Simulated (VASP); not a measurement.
Input of a VASP 6.6.1 run:

File INCAR:

```
PREC = Accurate
ENCUT = 520
EDIFF = 1E-7
ISMEAR = 0
SIGMA = 0.1
LREAL = False
LASPH = True
NELM = 60
ALGO = Normal
ISIF = 2
LWAVE = False
LCHARG = False
GGA = PE
NBANDS = 43
```

The input KPOINTS:

```
Automatic mesh
0
Gamma
  4 4 4
```

Contents of POSCAR:

```
MgSc2C2
1.0
    4.9640415976     -2.9485386563      0.0000000000
    4.9640415976      2.9485386563      0.0000000000
   -0.0584720688      0.0000000000      5.4754675124
Mg Sc C
2 4 4
Direct
    0.8756730859      0.1243269141      0.7500000000
    0.1243269141      0.8756730859      0.2500000000
    0.5035957593      0.1262510397      0.2508569928
    0.1262510397      0.5035957593      0.7508569928
    0.4964042407      0.8737489603      0.7491430072
    0.8737489603      0.4964042407      0.2491430072
    0.1755585535      0.1762131596      0.9991883453
    0.8237868404      0.8244414465      0.5008116547
    0.8244414465      0.8237868404      0.0008116547
    0.1762131596      0.1755585535      0.4991883453
```

Potentials or basis: VASP PAW PBE potentials, release 64 (Mg, Sc_sv, C).

Run with:

```console
$ cat potpaw_PBE.64/Mg/POTCAR potpaw_PBE.64/Sc_sv/POTCAR potpaw_PBE.64/C/POTCAR > POTCAR
$ mpirun -np 1 vasp_std > vasp.out
```

Task: Estimate the largest force.

Result: 0.159 eV/Å.

Task: What does it give for the pressure?

Result: -0.1 GPa.

Forces on the atoms (eV/Å):
```
Mg   0.000  0.159  0.000
Mg   0.000 -0.159  0.000
Sc   0.113 -0.038  0.018
Sc   0.113  0.038  0.018
Sc  -0.113  0.038 -0.018
Sc  -0.113 -0.038 -0.018
C   -0.055 -0.028  0.004
C    0.055 -0.028 -0.004
C    0.055  0.028 -0.004
C   -0.055  0.028  0.004
```
